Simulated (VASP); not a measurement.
# AlCuC4N4: single point with PBE

The system is AlCuC4N4.

```
Al Cu C N
1.0
     5.86040    0.00000    0.00000
     0.00000    5.86040    0.00000
     0.00000    0.00000    5.86040
Al Cu C N
1 1 4 4
Direct
  0.00000 0.00000 0.00000
  0.50000 0.50000 0.50000
  0.19360 0.19360 0.19360
  0.19360 0.80640 0.80640
  0.80640 0.19360 0.80640
  0.80640 0.80640 0.19360
  0.30825 0.30825 0.30825
  0.30825 0.69175 0.69175
  0.69175 0.30825 0.69175
  0.69175 0.69175 0.30825
```

```
Program                : VASP 6.6.1
Task                   : single point
Functional             : PBE
Potentials or basis    : VASP PAW PBE potentials, release 64 (Al, Cu_sv_GW, C, N)
Cutoff                 : 820 eV
k mesh                 : 4 × 4 × 4
Occupations            : gaussian, width 0.1 eV
Spin                   : collinear spin
Starting moments       : [0.0, 1.0, 0.0, 0.0, 0.0, 0.0, 0.0, 0.0, 0.0, 0.0] μB
Dipole correction      : no
Further INCAR settings : ALGO = Normal; EDIFF = 1e-06; NBANDS = 44
```

```yaml
Pressure: 0.4 GPa
Largest_force: 0.459 eV/Å
Band_gap_on_the_k_mesh: 3.02 eV (least direct gap 3.09 eV)
Net_moment: 0.00 μB per cell
Valence_electrons_inside_the_program's_atomic_spheres: Al 0.79; Cu 17.57; C 2.65; N 3.83
```

Forces on the atoms (eV/Å):
```
Al   0.000  0.000  0.000
Cu   0.000  0.000  0.000
C   -0.208 -0.208 -0.208
C   -0.208  0.208  0.208
C    0.208 -0.208  0.208
C    0.208  0.208 -0.208
N    0.265  0.265  0.265
N    0.265 -0.265 -0.265
N   -0.265  0.265 -0.265
N   -0.265 -0.265  0.265
```

Levels at points of the mesh, in eV from the valence-band top:
Spin up:
```csv
k point,band 27,band 28,band 29,band 30,band 31,band 32
"(0.00, 0.00, 0.00)",-0.20,-0.20,-0.20,3.02,3.02,3.02
"(0.50, 0.00, 0.00)",-0.11,-0.03,-0.03,3.06,3.06,3.22
"(0.50, 0.50, 0.00)",-0.13,0.00,0.00,3.26,3.28,3.28
"(0.50, 0.50, 0.50)",-0.13,-0.13,-0.13,3.36,3.36,3.36
```
Spin down:
```csv
k point,band 27,band 28,band 29,band 30,band 31,band 32
"(0.00, 0.00, 0.00)",-0.20,-0.20,-0.20,3.02,3.02,3.02
"(0.50, 0.00, 0.00)",-0.11,-0.03,-0.03,3.06,3.06,3.22
"(0.50, 0.50, 0.00)",-0.13,0.00,0.00,3.26,3.28,3.28
"(0.50, 0.50, 0.50)",-0.13,-0.13,-0.13,3.36,3.36,3.36
```

Wall time 15 min on 1 thread of Intel(R) Xeon(R) Platinum 8259CL CPU @ 2.50GHz (Skylake/Cascade Lake), on a shared host, peak memory 0.75 GiB.

A k mesh can miss the band edges.
